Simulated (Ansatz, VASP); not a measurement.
**SiGe2 in VASP and in Ansatz**

```
Si Ge
1.0
     0.00000    4.21164    0.00000
     4.21164    0.00000    0.00000
     2.10582    2.10582   -6.52383
Si Ge
2 4
Direct
  0.00000 0.00000 0.00000
  0.75000 0.25000 0.50000
  0.41500 0.41500 0.17000
  0.16500 0.66500 0.67000
  0.33500 0.83500 0.33000
  0.58500 0.58500 0.83000
```

Alike in both runs: task single point; functional r2SCAN; k mesh 6 × 6 × 6; occupations gaussian, width 0.0197 eV; no spin polarisation.

|  | VASP | Ansatz |
| --- | --- | --- |
| version | VASP 6.6.1 | Ansatz 0.2.0 |
| potentials or method | VASP PAW PBE potentials, release 64 (Si, Ge_d), cutoff 520 eV | PAW plane waves |
| valence electrons in the cell | 64 | 64 |

|  | VASP | Ansatz | Ansatz less VASP |
| --- | --- | --- | --- |
| pressure (GPa) | 8.4 | 8.4 | -0.04 |
| traceless stress, the component that is largest in VASP (GPa) | 8.45 | 8.31 | -0.135 |
| rms of the force components (eV/Å) | 0.825 | 0.816 | -0.0089 |

VASP's potentials were made for PBE, not for r2SCAN. Atom by atom the forces differ by 0.009 eV/Å (rms over components).
